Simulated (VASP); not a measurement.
Wanted: the native input for a VASP 6.6.1 run.

* Task: single point
* Functional: r2SCAN
* Potentials or basis: VASP PAW PBE potentials, release 64 (Mg, O)
* Cutoff: 520 eV
* k mesh: 10 × 10 × 10
* Occupations: gaussian, width 0.01 eV
* Spin: no spin polarisation
* Dipole correction: no
* Further INCAR settings: ALGO = Normal; EDIFF = 1e-07; NBANDS = 11

MgO:

```
Mg O
1.0
     2.62335    0.05824    0.00000
     0.05824    2.62335    0.00000
     0.00000    0.00000    2.62335
Mg O
1 1
Direct
  0.00000 0.00000 0.00000
  0.50000 0.50000 0.50000
```

This cell differs from its parent crystal: shear xy strain +4.4%.

These files were run (other wordings do the same):

POSCAR

```
MgO
1.0
    2.6233491278      0.0582383506      0.0000000000
    0.0582383506      2.6233491278      0.0000000000
    0.0000000000      0.0000000000      2.6233491278
Mg O
1 1
Direct
    0.0000000000      0.0000000000      0.0000000000
    0.5000000000      0.5000000000      0.5000000000
```

INCAR.step1

```
SYSTEM = MgO
PREC     = Accurate       ! precision mode
ENCUT    = 520            ! plane-wave cutoff, eV
ISMEAR   = 0              ! smearing method
SIGMA    = 0.01           ! smearing width, eV
LREAL    = .False.        ! projectors in reciprocal space
LASPH    = .True.         ! aspherical terms in the spheres
NELM     = 80             ! most SCF steps
NBANDS   = 11             ! bands
GGA      = PE             ! functional
ALGO     = Normal         ! electronic algorithm
EDIFF    = 1E-4           ! SCF threshold, eV
LWAVE    = .True.         ! write WAVECAR
LCHARG   = .False.        ! write CHGCAR
```

INCAR.step2

```
SYSTEM = MgO
PREC     = Accurate       ! precision mode
ENCUT    = 520            ! plane-wave cutoff, eV
EDIFF    = 1E-7           ! SCF threshold, eV
ISMEAR   = 0              ! smearing method
SIGMA    = 0.01           ! smearing width, eV
LREAL    = .False.        ! projectors in reciprocal space
LASPH    = .True.         ! aspherical terms in the spheres
NELM     = 80             ! most SCF steps
ALGO     = Normal         ! electronic algorithm
ISIF     = 2              ! what is computed and relaxed
LWAVE    = .False.        ! write WAVECAR
LCHARG   = .False.        ! write CHGCAR
METAGGA  = R2SCAN         ! meta-GGA
LMIXTAU  = .True.       
NBANDS   = 11             ! bands
ISTART   = 1
```

KPOINTS

```
Automatic mesh
0
Gamma
  10 10 10
  0 0 0
```

Potentials or basis: VASP PAW PBE potentials, release 64 (Mg, O).

Run with:

```sh
$ cat potpaw_PBE.64/Mg/POTCAR potpaw_PBE.64/O/POTCAR > POTCAR
$ cp INCAR.step1 INCAR
$ mpirun -np 1 vasp_std > vasp.out
$ cp INCAR.step2 INCAR
$ mpirun -np 1 vasp_std > vasp.out
```

Results of the run:

```json
{
  "Pressure": "-1.0 GPa",
  "Band gap on the k mesh": "3.47 eV, indirect (least direct gap 4.39 eV)"
}
```

Caveat: the cell differs from its parent crystal (shear xy strain +4.4%); the PAW data sets were made with another functional, which shifts forces and pressure a little.

Run time: 62 s on 1 thread of Intel(R) Xeon(R) 6975P-C (Granite Rapids), on a shared host, peak memory 0.16 GiB.
